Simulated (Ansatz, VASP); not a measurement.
# One calculation of B, two programs

```xyz
1
Lattice="0.0000 1.4651 1.4651 1.4651 0.0000 1.4651 1.4651 1.4651 0.0000" Properties=species:S:1:pos:R:3 pbc="T T T"
B     0.0000    0.0000    0.0000
```

Alike in both runs: task single point; functional PBEsol; k mesh 21 × 21 × 21; occupations fermi-dirac, width 0.1 eV; no spin polarisation.

|  | VASP | Ansatz |
| --- | --- | --- |
| version | VASP 6.6.1 | Ansatz 0.2.0 |
| potentials or method | VASP PAW PBE potentials, release 64 (B), cutoff 520 eV | plane waves (420 eV) with PAW, scalar-relativistic |
| valence electrons in the cell | 3 | 3 |

Ansatz gave:

- pressure (GPa): -18.6

Question: Which values does VASP return?

Answer: Pressure (GPa): -18.3.

VASP's potentials were made for PBE, not for PBEsol, and Ansatz warns of the same on its side. The functional is the same, so the differences come from potentials, cutoffs and numerics.
